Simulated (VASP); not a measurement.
Input of a VASP 6.6.1 run:

File INCAR:

```
PREC = Accurate
ENCUT = 520
EDIFF = 1E-8
ISMEAR = -1
SIGMA = 0.08
LREAL = F
LASPH = T
NELM = 80
ALGO = Normal
ISIF = 2
LWAVE = F
LCHARG = F
GGA = PE
LEFG = T
NBANDS = 20
```

The input KPOINTS:

```
Automatic mesh
0
Gamma
  13 13 13
```

File POSCAR:

```
MoS2
1.0
    1.5855007458      0.9153892824      6.1150000000
   -1.5855007458      0.9153892824      6.1150000000
    0.0000000000     -1.8307785648      6.1150000000
Mo S
1 2
Direct
    0.0000000000      0.0000000000      0.0000000000
    0.7500000000      0.7500000000      0.7500000000
    0.2500000000      0.2500000000      0.2500000000
```

Potentials or basis: VASP PAW PBE potentials, release 64 (Mo_sv, S).

Run with:

```sh
$ cat potpaw_PBE.64/Mo_sv/POTCAR potpaw_PBE.64/S/POTCAR > POTCAR
$ mpirun -np 1 vasp_std > vasp.out
```

Task: What does it give for the largest force?

Result: 0.992 eV/Å.

Task: Estimate the band gap on the k mesh.

Result: Zero (bands 13 and 14 overlap by 0.70 eV).

Electric field gradients, principal values (V/Å²):
```tsv
atom	least	middle	greatest (by size)
1 Mo	51.060	51.060	-102.120
2 S	25.700	25.700	-51.400
3 S	25.700	25.700	-51.400
```

Caveat: without QUAD_EFG the Cq values of the log hold for a quadrupole moment of 1 mb, not for the nuclei.
